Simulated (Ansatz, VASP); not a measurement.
Two plane-wave programs on Os

File INCAR:

```
SYSTEM = Os
PREC = Accurate
ENCUT = 520
EDIFF = 1E-8
ISMEAR = -1
SIGMA = 0.05
LREAL = .FALSE.
LASPH = .TRUE.
NELM = 80
ALGO = Normal
ISIF = 2
LWAVE = .FALSE.
LCHARG = .FALSE.
GGA = PE
LEFG = .TRUE.
NBANDS = 10
```

File KPOINTS:

```
regular mesh
0
G
  17 17 17
  0 0 0
```

File POSCAR:

```
Os
1.0
    0.0000000000      1.8892206572      1.8892206572
    1.8892206572      0.0000000000      1.8892206572
    1.8892206572      1.8892206572      0.0000000000
Os
1
Direct
    0.0000000000      0.0000000000      0.0000000000
```

Input for Ansatz:

```yaml
crystal:
  lattice:
    - [0.0, 1.8892206572, 1.8892206572]
    - [1.8892206572, 0.0, 1.8892206572]
    - [1.8892206572, 1.8892206572, 0.0]
  atoms:
    - { symbol: Os, position: [0.0, 0.0, 0.0] }
kpoints:
  mp_grid: { grid: [17, 17, 17] }
scf:
  occupations: { method: fermi_dirac, width: 0.05 }
hamiltonian:
  xc: pbe
  pseudopotentials: { kind: paw }
output:
  forces: true
  stress: true
  eigenvalues: true
  efg: { contact_densities: true }
```

Change from the starting cell: volume scaled by 0.9405, PAW files.

Alike in both runs: task electric field gradients; functional PBE; k mesh 17 × 17 × 17; occupations fermi-dirac, width 0.05 eV; no spin polarisation.

```csv
,VASP,Ansatz
version,VASP 6.6.1,Ansatz 0.2.0
potentials or method,"VASP PAW PBE potentials, release 64 (Os)","PAW with Ansatz's default frozen-core files, scalar-relativistic"
plane-wave cutoff (eV),520,420
valence electrons in the cell,8,16
```

Ansatz gave:

- pressure (GPa): 27.7

Problem. Which values does VASP return?

Solution. Pressure (GPa): 28.2.

VASP's potentials hold 8 valence electrons a cell and Ansatz's 16, so a difference there can come from the potentials and not from the codes.

Neither program's run includes spin-orbit coupling.
